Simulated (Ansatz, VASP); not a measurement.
## SnSe: VASP beside Ansatz

The input POSCAR:

```
SnSe
1.0
    0.0000000000      3.0100000000      3.0100000000
    3.0100000000      0.0000000000      3.0100000000
    3.0100000000      3.0100000000      0.0000000000
Sn Se
1 1
Direct
    0.0000000000      0.0000000000      0.0000000000
    0.5000000000      0.5000000000      0.5000000000
```

File INCAR.step1:

```
SYSTEM = SnSe
PREC = Accurate
ENCUT = 600
ISMEAR = 0
SIGMA = 0.02
LREAL = .False.
LASPH = .True.
NELM = 80
GGA = PE
ALGO = Normal
EDIFF = 1E-4
LWAVE = .True.
LCHARG = .False.
```

Contents of INCAR.step2:

```
SYSTEM = SnSe
PREC = Accurate
ENCUT = 600
EDIFF = 1E-6
ISMEAR = 0
SIGMA = 0.02
LREAL = .False.
LASPH = .True.
NELM = 80
ALGO = Normal
ISIF = 3
LWAVE = .False.
LCHARG = .False.
METAGGA = R2SCAN
LMIXTAU = .True.
IBRION = 2
NSW = 100
EDIFFG = -0.005
ISTART = 1
```

KPOINTS

```
regular mesh
0
Gamma
  10 10 10
  0 0 0
```

Input for Ansatz:

```yaml
crystal:
  lattice:
    - [0.0, 3.01, 3.01]
    - [3.01, 0.0, 3.01]
    - [3.01, 3.01, 0.0]
  atoms:
    - { symbol: Sn, position: [0.0, 0.0, 0.0] }
    - { symbol: Se, position: [0.5, 0.5, 0.5] }
basis:
  ecutwfc: 500
kpoints:
  mp_grid: { grid: [10, 10, 10] }
hamiltonian:
  xc: r2scan
scf:
  occupations: { method: gaussian, width: 0.02 }
output:
  forces: true
  stress: true
  eigenvalues: true
  write_density: true
  write_potential: true
  elf: true
  volumetric_format: npy
relax:
  adjacent_minimum: "off"
  f_tol: 0.005
  max_steps: 80
  cell: { stress_tol: 0.05 }
```

Alike in both runs: task relaxation of cell and atoms; functional r2SCAN; k mesh 10 × 10 × 10; occupations gaussian, width 0.02 eV; no spin polarisation.

|  | VASP | Ansatz |
| --- | --- | --- |
| version | VASP 6.6.1 | Ansatz 0.2.0 |
| potentials or method | VASP PAW PBE potentials, release 64 (Sn_d, Se), cutoff 600 eV | scalar-relativistic, plane waves, PAW |
| valence electrons in the cell | 20 | 30 |

Ansatz gave:

```
gap on the k mesh at the Fermi level, each at its own relaxed structure (eV) : 0.46
relaxed volume (Å³/atom)                                                     : 27.27
relaxed cell length with the largest relative difference (Å)                 : 4.257
```

Estimate VASP's values.

gap on the k mesh at the Fermi level, each at its own relaxed structure (eV): 0.45; relaxed volume (Å³/atom): 27.27; relaxed cell length with the largest relative difference (Å): 4.257.

VASP's potentials were made for PBE, not for r2SCAN. VASP's potentials hold 20 valence electrons a cell and Ansatz's 30, so a difference there can come from the potentials and not from the codes.

Noted on VASP's run: the relaxation stopped at its first step, so nothing moved.
